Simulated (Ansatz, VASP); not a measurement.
# Re in VASP and in Ansatz

```
Re
1.0
     2.54544    0.00000    0.00000
     0.00000    2.54544    0.00000
     0.00000    0.00000    2.54544
Re
1
Cartesian
  0.0000 0.0000 0.0000
```

Alike in both runs: task single point; functional BLYP; k mesh 13 × 13 × 13; occupations fermi-dirac, width 0.1 eV; no spin polarisation.

|  | VASP | Ansatz |
| --- | --- | --- |
| version | VASP 6.6.1 | Ansatz 0.2.0 |
| potentials or method | VASP PAW PBE potentials, release 64 (Re), cutoff 520 eV | plane waves (420 eV) with PAW, scalar-relativistic |
| valence electrons in the cell | 7 | 15 |

```csv
,VASP,Ansatz,Ansatz less VASP
pressure (GPa),24.1,23.0,-1.06
```

VASP's potentials were made for PBE, not for BLYP. VASP's potentials hold 7 valence electrons a cell and Ansatz's 15, so a difference there can come from the potentials and not from the codes.

Neither program's run includes spin-orbit coupling.
